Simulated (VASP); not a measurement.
# Be3V (Fm-3m) in VASP: further runs

Runs on Be3V. Level: PBE. Tasks: relaxation of cell and atoms, single point.

Everything below comes from runs of VASP 6.6.1. Logs are shortened: lines on timing, memory, paths and dates and some standing lists are left out, and cuts for length are marked.

### Step 1. The cell of the first run

Symmetry: Fm-3m, No. 225, cubic system. Conventional cell: a = 5.337 Å, b = 5.337 Å, c = 5.337 Å, α = 90.00°, β = 90.00°, γ = 90.00°. Within 3.1 Å of Be (site symmetry -43m) lie 10 Be at 2.31 to 2.67 Å and 4 V at 2.31 Å. Be (site symmetry m-3m) has 8 Be at 2.31 Å and 6 V at 2.67 Å within 3.1 Å. Within 3.1 Å of V (site symmetry m-3m) lie 14 Be at 2.31 to 2.67 Å.

### Step 2. Relaxation of cell and atoms, PBE

INCAR reads:

```
PREC     = Accurate       # precision mode
ENCUT    = 600            # plane-wave cutoff, eV
EDIFF    = 1E-7           # SCF threshold, eV
ISMEAR   = 0              # smearing method
SIGMA    = 0.1            # smearing width, eV
LREAL    = False          # projectors in reciprocal space
LASPH    = True           # aspherical terms in the spheres
NELM     = 80             # most SCF steps
ALGO     = Normal         # electronic algorithm
ISIF     = 3              # what is computed and relaxed
LWAVE    = False          # write WAVECAR
LCHARG   = False          # write CHGCAR
GGA      = PE             # functional
IBRION   = 2              # ionic algorithm
NSW      = 80             # ionic steps
EDIFFG   = -0.01          # ionic threshold
```

KPOINTS reads:

```
Automatic mesh
0
Gamma
  14 14 14
```

POSCAR reads:

```
Be3V
1.0
    0.0000000000      2.6683789050      2.6683789050
    2.6683789050      0.0000000000      2.6683789050
    2.6683789050      2.6683789050      0.0000000000
Be V
3 1
Direct
    0.2500000000      0.2500000000      0.2500000000
    0.7500000000      0.7500000000      0.7500000000
    0.5000000000      0.5000000000      0.5000000000
    0.0000000000      0.0000000000      0.0000000000
```

Potentials or basis: VASP PAW PBE potentials, release 64 (Be, V_sv).

Started as:

```bash
$ cat potpaw_PBE.64/Be/POTCAR potpaw_PBE.64/V_sv/POTCAR > POTCAR
$ mpirun -np 1 vasp_std > vasp.out
```

OUTCAR:

```text
PREC = Accurate
   ENCUT = 600
   EDIFF = 1E-7
   ISMEAR = 0
   LREAL = False
   LASPH = True
   NELM = 80
   ISIF = 3
   GGA = PE
   IBRION = 2
   NSW = 80
   EDIFFG = -0.01

 ion  position               nearest neighbor table
   1  0.250  0.250  0.250-   4 2.31   4 2.31   4 2.31   3 2.31   3 2.31   3 2.31   4 2.31   3 2.31

   2  0.750  0.750  0.750-   3 2.31   3 2.31   3 2.31   4 2.31   4 2.31   4 2.31   4 2.31   3 2.31

   3  0.500  0.500  0.500-   1 2.31   1 2.31   1 2.31   2 2.31   2 2.31   2 2.31   2 2.31   1 2.31

   4  0.000  0.000  0.000-   2 2.31   2 2.31   2 2.31   1 2.31   1 2.31   1 2.31   2 2.31   1 2.31

  LATTYP: Found a face centered cubic cell.
 ALAT       =     5.3367578100

  Lattice vectors:

 A1 = (   0.0000000000,   2.6683789050,   2.6683789050)
 A2 = (   2.6683789050,   0.0000000000,   2.6683789050)
 A3 = (   2.6683789050,   2.6683789050,   0.0000000000)

Analysis of symmetry for initial positions (statically):
=====================================================================
 Subroutine PRICEL returns:
 Original cell was already a primitive cell.

 Routine SETGRP: Setting up the symmetry group for a
 face centered cubic supercell.

 Subroutine GETGRP returns: Found 48 space group operations
 (whereof 48 operations were pure point group operations)
 out of a pool of 48 trial point group operations.

The static configuration has the point symmetry O_h .

Analysis of symmetry for dynamics (positions and initial velocities):
=====================================================================
 Subroutine PRICEL returns:
 Original cell was already a primitive cell.

 Routine SETGRP: Setting up the symmetry group for a
 face centered cubic supercell.

 Subroutine GETGRP returns: Found 48 space group operations
 (whereof 48 operations were pure point group operations)
 out of a pool of 48 trial point group operations.

The dynamic configuration has the point symmetry O_h .

 Subroutine INISYM returns: Found 48 space group operations
 (whereof 48 operations are pure point group operations),
 and found     1 'primitive' translations

----------------------------------------------------------------------------------------

                                     Primitive cell

  volume of cell :      37.9990

  direct lattice vectors                    reciprocal lattice vectors
     0.000000000  2.668378905  2.668378905    -0.187379685  0.187379685  0.187379685
[... 157 lines left out ...]
     2.668378905  0.000000000  2.668378905     0.187379685 -0.187379685  0.187379685
     2.668378905  2.668378905  0.000000000     0.187379685  0.187379685 -0.187379685

 POSITION                                       TOTAL-FORCE (eV/Angst)
 -----------------------------------------------------------------------------------
      1.33419      1.33419      1.33419         0.000000      0.000000      0.000000
      4.00257      4.00257      4.00257        -0.000000     -0.000000     -0.000000
      2.66838      2.66838      2.66838        -0.000000     -0.000000      0.000000
      0.00000      0.00000      0.00000        -0.000000     -0.000000      0.000000
 -----------------------------------------------------------------------------------
    total drift:                                0.000000     -0.000000     -0.000000

  FREE ENERGIE OF THE ION-ELECTRON SYSTEM (eV)
  ---------------------------------------------------
  free  energy   TOTEN  =       -19.9072905755 eV

  energy  without entropy=      -19.8932875496  energy(sigma->0) =      -19.90028906

--------------------------------------- Ionic step        2  -------------------------------------------

 number of electron      19.0000003 magnetization

 Free energy of the ion-electron system (eV)
  ---------------------------------------------------
  ext. energy  EPLUGINS =         0.00000000
  ---------------------------------------------------
  free energy    TOTEN  =       -19.90808482 eV

  energy without entropy =      -19.89434413  energy(sigma->0) =      -19.90121447

 E-fermi :   7.9745     XC(G=0): -11.3634

 val. band max:        7.9680716036   @ k =   0.4286   0.0000   0.0000
 cond. band min:       7.9791256873   @ k =  -0.3571   0.5000   0.1429
 fundamental gap:      0.0110540838
 Fermi energy:         7.9745095861

 k-point     1 :       0.0000    0.0000    0.0000
  band No.  band energies     occupation
      1     -56.1467      2.00000
      2     -30.0418      2.00000
      3     -30.0418      2.00000
      4     -30.0418      2.00000
      5      -1.8511      2.00000
      6       5.3400      2.00000
      7       5.3400      2.00000
      8       5.3400      2.00000
      9       7.8314      1.95706
     10       7.8314      1.95706
     11      10.4096      0.00000
     12      10.4096      0.00000
     13      10.4096      0.00000
[... 354 lines left out ...]
  band No.  band energies     occupation
      1     -56.1455      2.00000
      2     -30.0580      2.00000
      3     -30.0473      2.00000
      4     -30.0466      2.00000
      5      -0.8379      2.00000
      6       4.2973      2.00000
      7       5.1813      2.00000
      8       5.4143      2.00000
      9       6.2506      2.00000
     10       7.9467      1.30590
     11       9.4520      0.00000
     12      10.2896      0.00000
     13      11.7844      0.00000

 [... further k-points ...]
[... 5 lines left out ...]
  --------------------------------------------------------------------------------------
  -------------------------------------------------------------------------------------
  Total        0.0316955      0.0316955      0.0316955     -0.0000000     -0.0000000     -0.0000000
  in kB        1.3472245      1.3472245      1.3472245     -0.0000000     -0.0000000     -0.0000000
  external PRESSURE =       1.3472245 kB  Pullay stress =       0.0000000 kB

 VOLUME and BASIS-vectors are now :
 -----------------------------------------------------------------------------
  energy-cutoff  :      600.00
  volume of cell :       37.69
      direct lattice vectors                 reciprocal lattice vectors
    -0.000000000  2.661211415  2.661211415    -0.187884359  0.187884359  0.187884359
     2.661211415 -0.000000000  2.661211415     0.187884359 -0.187884359  0.187884359
     2.661211415  2.661211415  0.000000000     0.187884359  0.187884359 -0.187884359

 POSITION                                       TOTAL-FORCE (eV/Angst)
 -----------------------------------------------------------------------------------
      1.33061      1.33061      1.33061        -0.000000     -0.000000     -0.000000
      3.99182      3.99182      3.99182         0.000000      0.000000      0.000000
      2.66121      2.66121      2.66121         0.000000     -0.000000      0.000000
      2.66121      5.32242      2.66121         0.000000     -0.000000      0.000000
 -----------------------------------------------------------------------------------
    total drift:                               -0.000000     -0.000000      0.000000

  FREE ENERGIE OF THE ION-ELECTRON SYSTEM (eV)
  ---------------------------------------------------
  free  energy   TOTEN  =       -19.9080848238 eV

  energy  without entropy=      -19.8943441259  energy(sigma->0) =      -19.90121447

 reached required accuracy - stopping structural energy minimisation
```

OSZICAR:

```text
N       E                     dE             d eps       ncg     rms          rms(c)
DAV:   1     0.132853375441E+03    0.13285E+03   -0.10019E+04  2704   0.156E+03
DAV:   2    -0.170856787902E+02   -0.14994E+03   -0.14806E+03  2714   0.417E+02
DAV:   3    -0.239554905568E+02   -0.68698E+01   -0.66579E+01  3655   0.800E+01
DAV:   4    -0.240466065841E+02   -0.91116E-01   -0.89902E-01  3064   0.985E+00
[... 17 lines left out ...]
DAV:   5    -0.199080831699E+02    0.34357E-05   -0.71236E-05  3184   0.939E-02    0.229E-02
DAV:   6    -0.199080850342E+02   -0.18642E-05   -0.59416E-06  3009   0.323E-02    0.305E-03
DAV:   7    -0.199080846776E+02    0.35651E-06   -0.14941E-06  3137   0.899E-03    0.827E-04
DAV:   8    -0.199080848147E+02   -0.13705E-06   -0.38111E-08  1392   0.251E-03    0.111E-04
DAV:   9    -0.199080848238E+02   -0.90686E-08   -0.40834E-09  1362   0.694E-04
   2 F= -.19908085E+02 E0= -.19901214E+02  d E =-.794248E-03
```

Run time: 2.1 min. Hardware: 1 thread of Oxide Virtual Turin-like, shared host; peak memory 0.19 GiB.

What came out:

```yaml
Free_energy: -19.9081 eV
Relaxed_volume: 9.42 Å³/atom
Relaxed_cell: a = 3.764 Å, b = 3.764 Å, c = 3.764 Å, α = 60.00°, β = 60.00°, γ = 60.00°
Space_group_after_relaxing_to_0.05_Å: Fm-3m (No. 225)
Energy_gained_by_relaxing: 0.2 meV/atom
Ionic_steps: 2
Pressure_after_relaxing: 0.1 GPa
```

The path:
```
step  energy change (eV)  largest force (eV/Å)  pressure (GPa)  volume (Å³)
   1              0.0000                0.0000           -0.94        38.00
   2             -0.0008                0.0000            0.13        37.69
```

Final structure:
```xyz
4
Lattice="0.0000 2.6612 2.6612 2.6612 0.0000 2.6612 2.6612 2.6612 0.0000" Properties=species:S:1:pos:R:3 pbc="T T T"
Be    1.3306    1.3306    1.3306
Be    3.9918    3.9918    3.9918
Be    2.6612    2.6612    2.6612
V     2.6612    5.3224    2.6612
```

### Step 3. Single point, PBE, collinear spin, ferromagnetic start

INCAR reads:

```
SYSTEM = Be3V
PREC = Accurate ; ENCUT = 520
EDIFF = 1E-6 ; ISMEAR = 0
SIGMA = 0.1 ; LREAL = .False.
LASPH = .True. ; NELM = 150
ALGO = Normal ; ISIF = 2
LWAVE = .False. ; LCHARG = .False.
ISPIN = 2 ; MAGMOM = 0 0 0 0.55
LORBIT = 11 ; LMAXMIX = 4
GGA = PE ; NBANDS = 22
```

KPOINTS reads:

```
Automatic mesh
0
Gamma
  14 14 14
  0 0 0
```

POSCAR is that of step 2.

Potentials or basis: VASP PAW PBE potentials, release 64 (Be, V_sv).

Started as:

```bash
$ cat potpaw_PBE.64/Be/POTCAR potpaw_PBE.64/V_sv/POTCAR > POTCAR
$ mpirun -np 1 vasp_std > vasp.out
```

It took 4 min on 1 thread of Oxide Virtual Turin-like, shared host; peak memory 0.22 GiB.

It converged, with:

- Free energy: -19.9073 eV
- Pressure: -0.9 GPa
- Net moment: 0.07 μB per cell
- Site moments: Be -0.00; V +0.07 μB
- Valence electrons inside the program's atomic spheres: Be 1.17, 1.06; V 11.70

Levels at points of the mesh, in eV from the Fermi level:
Spin up:
```tsv
k point	band 7	band 8	band 9	band 10	band 11	band 12	band 13	band 14
(0.00, 0.00, 0.00)	-2.63	-2.63	-0.17	-0.17	2.43	2.43	2.43	6.52
(0.50, 0.00, 0.00)	-2.87	-2.87	0.15	0.15	0.23	2.16	2.16	4.82
(0.50, 0.50, 0.00)	-3.09	-2.63	-2.63	0.13	0.13	0.48	0.57	5.15
```
Spin down:
```
           k point  band 7  band 8  band 9  band 10  band 11  band 12
(0.00, 0.00, 0.00)   -2.59   -2.59   -0.11    -0.11     2.43     2.43
(0.50, 0.00, 0.00)   -2.84   -2.84    0.21     0.21     0.29     2.16
(0.50, 0.50, 0.00)   -3.06   -2.63   -2.63     0.20     0.20     0.54
```

### Step 4. Single point, PBE, collinear spin, ferromagnetic start

INCAR reads:

```
ALGO = Normal
EDIFF = 1E-6
ENCUT = 520
GGA = PE
ISIF = 2
ISMEAR = 0
ISPIN = 2
LASPH = True
LCHARG = False
LMAXMIX = 4
LORBIT = 11
LREAL = False
LWAVE = False
MAGMOM = 0 0 0 2
NBANDS = 22
NELM = 150
PREC = Accurate
SIGMA = 0.1
```

KPOINTS reads:

```
k-points
0
Gamma
  14 14 14
```

POSCAR is that of step 3.

Started as:

```bash
$ cat potpaw_PBE.64/Be/POTCAR potpaw_PBE.64/V_sv/POTCAR > POTCAR
$ mpirun -np 1 vasp_std > vasp.out
```

Wall time 6.7 min (1 thread of Oxide Virtual Turin-like, shared host); peak memory 0.23 GiB.

It converged, with:

* Free energy: -19.9072 eV
* Pressure: -0.8 GPa
* Net moment: 0.02 μB per cell
* Site moments: Be -0.00; V +0.02 μB
* Valence electrons inside the program's atomic spheres: Be 1.17, 1.06; V 11.70

Levels at points of the mesh, in eV from the Fermi level:
Spin up:
| k point | band 7 | band 8 | band 9 | band 10 | band 11 | band 12 | band 13 | band 14 |
| --- | --- | --- | --- | --- | --- | --- | --- | --- |
| (0.00, 0.00, 0.00) | -2.61 | -2.61 | -0.15 | -0.15 | 2.43 | 2.43 | 2.43 | 6.53 |
| (0.50, 0.00, 0.00) | -2.86 | -2.86 | 0.17 | 0.17 | 0.25 | 2.16 | 2.16 | 4.82 |
| (0.50, 0.50, 0.00) | -3.08 | -2.63 | -2.63 | 0.16 | 0.16 | 0.50 | 0.58 | 5.16 |
Spin down:
```
           k point  band 7  band 8  band 9  band 10  band 11  band 12
(0.00, 0.00, 0.00)   -2.60   -2.60   -0.13    -0.13     2.43     2.43
(0.50, 0.00, 0.00)   -2.85   -2.85    0.19     0.19     0.27     2.16
(0.50, 0.50, 0.00)   -3.07   -2.63   -2.63     0.17     0.17     0.52
```

### Step 5. Single point, PBE, collinear spin, ferromagnetic start

INCAR reads:

```
SYSTEM = Be3V
PREC     = Accurate       ! precision mode
ENCUT    = 520            ! plane-wave cutoff, eV
EDIFF    = 1E-6           ! SCF threshold, eV
ISMEAR   = 0              ! smearing method
SIGMA    = 0.1            ! smearing width, eV
LREAL    = .False.        ! projectors in reciprocal space
LASPH    = .True.         ! aspherical terms in the spheres
NELM     = 150            ! most SCF steps
ALGO     = Normal         ! electronic algorithm
ISIF     = 2              ! what is computed and relaxed
LWAVE    = .False.        ! write WAVECAR
LCHARG   = .False.        ! write CHGCAR
ISPIN    = 2              ! spin polarisation
MAGMOM   = 0 0 0 3.5      ! initial moments
LORBIT   = 11             ! projections on sites
LMAXMIX  = 4              ! l up to which the mixer works
GGA      = PE             ! functional
NBANDS   = 22             ! bands
```

KPOINTS reads:

```
regular mesh
0
Gamma
  14 14 14
  0 0 0
```

POSCAR is that of step 4.

Started as:

```bash
$ cat potpaw_PBE.64/Be/POTCAR potpaw_PBE.64/V_sv/POTCAR > POTCAR
$ mpirun -np 1 vasp_std > vasp.out
```

It took 7 min on 1 thread of Oxide Virtual Turin-like, shared host; peak memory 0.22 GiB.

Results (log left out):

| Item | Value |
| --- | --- |
| Free energy | -19.9074 eV |
| Pressure | -0.3 GPa |
| Net moment | 0.17 μB per cell |
| Site moments | Be -0.00, -0.01; V +0.18 μB |
| Valence electrons inside the program's atomic spheres | Be 1.17, 1.06; V 11.71 |

Levels at points of the mesh, in eV from the Fermi level:
Spin up:
```
           k point  band 7  band 8  band 9  band 10  band 11  band 12  band 13  band 14
(0.00, 0.00, 0.00)   -2.64   -2.64   -0.20    -0.20     2.44     2.44     2.44     6.50
(0.50, 0.00, 0.00)   -2.88   -2.88    0.11     0.11     0.20     2.16     2.16     4.83
(0.50, 0.50, 0.00)   -3.11   -2.63   -2.63     0.10     0.10     0.44     0.54     5.14
```
Spin down:
| k point | band 7 | band 8 | band 9 | band 10 | band 11 | band 12 |
| --- | --- | --- | --- | --- | --- | --- |
| (0.00, 0.00, 0.00) | -2.56 | -2.56 | -0.07 | -0.07 | 2.43 | 2.43 |
| (0.50, 0.00, 0.00) | -2.82 | -2.82 | 0.26 | 0.26 | 0.33 | 2.17 |
| (0.50, 0.50, 0.00) | -3.03 | -2.62 | -2.62 | 0.24 | 0.24 | 0.59 |
